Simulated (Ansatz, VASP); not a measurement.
# Zr in VASP and in Ansatz

```
Zr
1.0
    -1.56384    1.56384    2.27226
     1.56384   -1.56384    2.27226
     1.56384    1.56384   -2.27226
Zr
1
Direct
  0.00000 0.00000 0.00000
```

Alike in both runs: task single point; functional PBE; k mesh 20 × 20 × 20; occupations gaussian, width 0.15 eV; no spin polarisation.

```csv
,VASP,Ansatz
version,VASP 6.6.1,Ansatz 0.2.0
potentials or method,"VASP PAW PBE potentials, release 64 (Zr_sv), cutoff 500 eV","scalar-relativistic, plane waves, PAW"
valence electrons in the cell,12,12
```

```tsv
	VASP	Ansatz	Ansatz less VASP
gap on the k mesh at the Fermi level (eV)	none	none	-
pressure (GPa)	4.2	4.2	-0.05
traceless stress, the component that is largest in VASP (GPa)	-0.60	-0.59	+0.004
```

A gap of «none» marks a metal or a gap that the smearing closes. With one functional, cell and mesh, what is left measures potentials, basis and numerics.
